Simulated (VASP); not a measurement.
# SnO2 (fluorite type) (Fm-3m) in VASP: notebook

The runs below take SnO2 (fluorite type) through single point, relaxation of cell and atoms, with PBE.

Everything below comes from runs of VASP 6.6.1. Logs are shortened: lines on timing, memory, paths and dates and some standing lists are left out, and cuts for length are marked.

## (1) The cell of the first run

The structure is cubic, space group Fm-3m (No. 225). The conventional cell has a = 4.968 Å, b = 4.968 Å, c = 4.968 Å, α = 90.00°, β = 90.00°, γ = 90.00°. Sn (site symmetry m-3m) has 8 O at 2.15 Å within 2.8 Å. O (site symmetry -43m) has 4 Sn at 2.15 Å and 6 O at 2.48 Å within 2.8 Å.

## (2) Single point, PBE

The input, INCAR:

```
PREC = Accurate
ENCUT = 520
EDIFF = 1E-7
ISMEAR = -1
SIGMA = 0.05
LREAL = F
LASPH = T
NELM = 60
ALGO = Normal
ISIF = 2
LWAVE = F
LCHARG = F
GGA = PE
NBANDS = 20
```

The input, KPOINTS:

```
Automatic mesh
0
Gamma
  11 11 11
```

The input, POSCAR:

```
SnO2
1.0
    0.0000000000      2.4839429628      2.4839429628
    2.4839429628      0.0000000000      2.4839429628
    2.4839429628      2.4839429628      0.0000000000
Sn O
1 2
Direct
    0.0000000000      0.0000000000      0.0000000000
    0.2500000000      0.2500000000      0.2500000000
    0.7500000000      0.7500000000      0.7500000000
```

Potentials or basis: VASP PAW PBE potentials, release 64 (Sn_d, O).

Launch:

```sh
$ cat potpaw_PBE.64/Sn_d/POTCAR potpaw_PBE.64/O/POTCAR > POTCAR
$ mpirun -np 1 vasp_std > vasp.out
```

OUTCAR:

```text
PREC = Accurate
   ENCUT = 520
   EDIFF = 1E-7
   ISMEAR = -1
   LREAL = F
   LASPH = T
   NELM = 60
   ISIF = 2
   GGA = PE

 ion  position               nearest neighbor table
   1  0.000  0.000  0.000-   3 2.15   3 2.15   3 2.15   2 2.15   2 2.15   2 2.15   3 2.15   2 2.15

   2  0.250  0.250  0.250-   1 2.15   1 2.15   1 2.15   1 2.15
   3  0.750  0.750  0.750-   1 2.15   1 2.15   1 2.15   1 2.15

  LATTYP: Found a face centered cubic cell.
 ALAT       =     4.9678859256

  Lattice vectors:

 A1 = (   0.0000000000,   2.4839429628,   2.4839429628)
 A2 = (   2.4839429628,   0.0000000000,   2.4839429628)
 A3 = (   2.4839429628,   2.4839429628,   0.0000000000)

Analysis of symmetry for initial positions (statically):
=====================================================================
 Subroutine PRICEL returns:
 Original cell was already a primitive cell.

 Routine SETGRP: Setting up the symmetry group for a
 face centered cubic supercell.

 Subroutine GETGRP returns: Found 48 space group operations
 (whereof 48 operations were pure point group operations)
 out of a pool of 48 trial point group operations.

The static configuration has the point symmetry O_h .

Analysis of symmetry for dynamics (positions and initial velocities):
=====================================================================
 Subroutine PRICEL returns:
 Original cell was already a primitive cell.

 Routine SETGRP: Setting up the symmetry group for a
 face centered cubic supercell.

 Subroutine GETGRP returns: Found 48 space group operations
 (whereof 48 operations were pure point group operations)
 out of a pool of 48 trial point group operations.

The dynamic configuration has the point symmetry O_h .

 Subroutine INISYM returns: Found 48 space group operations
 (whereof 48 operations are pure point group operations),
 and found     1 'primitive' translations

----------------------------------------------------------------------------------------

                                     Primitive cell

  volume of cell :      30.6517

  direct lattice vectors                    reciprocal lattice vectors
     0.000000000  2.483942963  2.483942963    -0.201292867  0.201292867  0.201292867
     2.483942963  0.000000000  2.483942963     0.201292867 -0.201292867  0.201292867
     2.483942963  2.483942963  0.000000000     0.201292867  0.201292867 -0.201292867

  length of vectors
     3.512825826  3.512825826  3.512825826     0.348649473  0.348649473  0.348649473

  position of ions in fractional coordinates (direct lattice)
[... 81 lines left out ...]
   EDIFF  = 0.1E-06   stopping-criterion for ELM
   LREAL  =      F    real-space projection
   EDIFFG = 0.1E-05   stopping-criterion for IOM
   NSW    =      0    number of steps for IOM
   IBRION =     -1    ionic relax: 0-MD 1-quasi-New 2-CG
   NFREE  =      0    steps in history (QN), initial steepest desc. (CG)
   ISIF   =      2    stress and relaxation
   ISYM   =      2    0-nonsym 1-usesym 2-fastsym
   POTIM  = 0.5000    time-step for ionic-motion
   TEBEG  =    0.0;   TEEND  =   0.0 temperature during run
   PSTRESS=    0.0 pullay stress
   NELECT =      26.0000    total number of electrons
   NUPDOWN=      -1.0000    fix difference up-down
   EMIN   =  10.00;   EMAX   =-10.00  energy-range for DOS
   EFERMI =   0.00;   METHOD = LEGACY
   ISMEAR =    -1;   SIGMA  =   0.05  broadening in eV -4-tet -1-fermi 0-gaus
   EFERMI_NEDOS =   21; number of points for ismear=-14 and -15
   IALGO  =     38    algorithm
   IMIX   =      4    mixing-type and parameters
     AMIX     =   0.40;   BMIX     =  1.00
     AMIX_MAG =   1.60;   BMIX_MAG =  1.00
  volume/ion in A,a.u.               =      10.22        68.95
  Fermi-wavevector in a.u.,A,eV,Ry     =   1.549700  2.928509 32.675349  2.401570
  Thomas-Fermi vector in A             =   2.654469
   LORBIT       =      0    0 simple, 1 ext, 2 COOP (PROOUT), +10 PAW based schemes
   GGA     = PE    functional components
   LHFCALC =     F    Hartree Fock is set to
   AEXX    =    0.0000 exact exchange contribution
   IVDW    =     0    specifies the selected vdW correction
   LEPSILON=     F    determine dielectric tensor
   LRPA    =     F    only Hartree local field effects (RPA)
 non-spin polarized calculation
  energy-cutoff  :      520.00
  volume of cell :       30.65
 maximum number of plane-waves:       869
 NGX is ok and might be reduce to    28
   NGX = 13   NGY = 13   NGZ = 13

 number of electron      26.0000011 magnetization

 Free energy of the ion-electron system (eV)
  ---------------------------------------------------
  ext. energy  EPLUGINS =         0.00000000
  ---------------------------------------------------
  free energy    TOTEN  =       -17.65913841 eV

  energy without entropy =      -17.65913751  energy(sigma->0) =      -17.65913796

 E-fermi :   9.4538     XC(G=0): -12.2527

 val. band max:        8.8711360846   @ k =  -0.2727   0.4545   0.1818
 cond. band min:       9.8289762213   @ k =   0.0000   0.0000   0.0000
 fundamental gap:      0.9578401367
 Fermi energy:         9.4538140448

 k-point     1 :       0.0000    0.0000    0.0000
  band No.  band energies     occupation
      1     -11.6396      2.00000
      2     -11.6396      2.00000
      3     -11.6396      2.00000
      4     -11.4287      2.00000
      5     -11.4287      2.00000
      6     -11.3803      2.00000
[... 541 lines left out ...]
     19      24.7273      0.00000
     20      27.5536      0.00000

 [... further k-points ...]

------------------------ aborting loop because EDIFF is reached ----------------------------------------

  FORCE on cell =-STRESS in cart. coord.  units (eV):
  Direction    XX          YY          ZZ          XY          YZ          ZX
  --------------------------------------------------------------------------------------
  -------------------------------------------------------------------------------------
  Total        4.9611628      4.9611628      4.9611628     -0.0000000      0.0000000      0.0000000
  in kB      259.3219085    259.3219085    259.3219085     -0.0000000      0.0000000      0.0000000
  external PRESSURE =     259.3219085 kB  Pullay stress =       0.0000000 kB

 VOLUME and BASIS-vectors are now :
 -----------------------------------------------------------------------------
  energy-cutoff  :      520.00
  volume of cell :       30.65
      direct lattice vectors                 reciprocal lattice vectors
     0.000000000  2.483942963  2.483942963    -0.201292867  0.201292867  0.201292867
     2.483942963  0.000000000  2.483942963     0.201292867 -0.201292867  0.201292867
     2.483942963  2.483942963  0.000000000     0.201292867  0.201292867 -0.201292867

 POSITION                                       TOTAL-FORCE (eV/Angst)
 -----------------------------------------------------------------------------------
      0.00000      0.00000      0.00000         0.000000     -0.000000      0.000000
      1.24197      1.24197      1.24197        -0.000000     -0.000000     -0.000000
      3.72591      3.72591      3.72591         0.000000      0.000000      0.000000
 -----------------------------------------------------------------------------------
    total drift:                                0.000000     -0.000000      0.000000

  FREE ENERGIE OF THE ION-ELECTRON SYSTEM (eV)
  ---------------------------------------------------
  free  energy   TOTEN  =       -17.6591384072 eV

  energy  without entropy=      -17.6591375052  energy(sigma->0) =      -17.65913796
```

OSZICAR:

```text
N       E                     dE             d eps       ncg     rms          rms(c)
DAV:   1     0.238665277936E+03    0.23867E+03   -0.13528E+04  2416   0.209E+03
DAV:   2     0.311247509920E+01   -0.23555E+03   -0.22273E+03  2372   0.489E+02
DAV:   3    -0.203639174198E+02   -0.23476E+02   -0.23211E+02  2508   0.131E+02
DAV:   4    -0.209671709060E+02   -0.60325E+00   -0.60269E+00  2524   0.219E+01
DAV:   5    -0.209802292275E+02   -0.13058E-01   -0.13057E-01  2840   0.332E+00    0.114E+01
DAV:   6    -0.176463140182E+02    0.33339E+01   -0.10661E+01  3400   0.569E+01    0.413E+00
DAV:   7    -0.176738445640E+02   -0.27531E-01   -0.71596E-01  2428   0.610E+00    0.200E+00
DAV:   8    -0.176601529074E+02    0.13692E-01   -0.53504E-02  2652   0.276E+00    0.374E-01
DAV:   9    -0.176586932780E+02    0.14596E-02   -0.92258E-03  3240   0.181E+00    0.835E-02
DAV:  10    -0.176591160074E+02   -0.42273E-03   -0.11134E-03  2472   0.263E-01    0.234E-02
DAV:  11    -0.176591370401E+02   -0.21033E-04   -0.32120E-05  2580   0.473E-02    0.109E-02
DAV:  12    -0.176591382016E+02   -0.11615E-05   -0.52166E-06  2476   0.290E-02    0.283E-03
DAV:  13    -0.176591383542E+02   -0.15264E-06   -0.24007E-07  2548   0.430E-03    0.149E-03
DAV:  14    -0.176591384072E+02   -0.52977E-07   -0.29156E-08  1992   0.323E-03
   1 F= -.17659138E+02 E0= -.17659138E+02  d E =-.902031E-06
```

stdout:

```text
POSCAR found type information on POSCAR SnO
 POSCAR found :  2 types and       3 ions
 scaLAPACK will be used
 LDA part: xc-table for (Slater+PW92), standard interpolation
 POSCAR, INCAR and KPOINTS ok, starting setup
 FFT: planning ... GRIDC
 FFT: planning ... GRID_SOFT
 FFT: planning ... GRID
 WAVECAR not read
 entering main loop
```

Wall time 68 s (1 thread of Intel Xeon 8259CL, shared host); peak memory 0.18 GiB.

Results:

```
Free energy            : -17.6591 eV
Pressure               : 25.9 GPa
Band gap on the k mesh : 0.96 eV (least direct gap 2.42 eV)
```

Caveat: the cell stands under pressure; spin-orbit coupling is left out, which moves the levels of the heavy elements; an odd mesh through Γ misses points on the zone boundary, where band edges can lie.

(Part 1 of 2 ends here.)
